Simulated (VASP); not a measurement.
Here is a VASP 6.6.1 calculation.

INCAR

```
SYSTEM = Ag
PREC = Accurate
ENCUT = 520
EDIFF = 1E-7
ISMEAR = -1
SIGMA = 0.1
LREAL = .False.
LASPH = .True.
NELM = 60
ALGO = Normal
ISIF = 2
LWAVE = .False.
LCHARG = .True.
GGA = PE
LELF = .True.
LVHAR = .True.
NBANDS = 18
```

File KPOINTS:

```
regular mesh
0
Gamma
  12 12 12
  0 0 0
```

Contents of POSCAR:

```
Ag
1.0
    0.0000000000      2.2906833938      2.2906833938
    2.2906833938      0.0000000000      2.2906833938
    2.2906833938      2.2906833938      0.0000000000
Ag
2
Direct
   -0.1250000000     -0.1250000000     -0.1250000000
    0.1250000000      0.1250000000      0.1250000000
```

Potentials or basis: VASP PAW PBE potentials, release 64 (Ag).

Run with:

```bash
$ cat potpaw_PBE.64/Ag/POTCAR > POTCAR
$ mpirun -np 1 vasp_std > vasp.out
```

Problem. Predict the band gap on the k mesh.

Solution. Zero (band 11 reaches 16.97 eV, above the bottom of band 12 at 15.47 eV).

Problem. Predict the pressure.

Solution. 314.2 GPa.
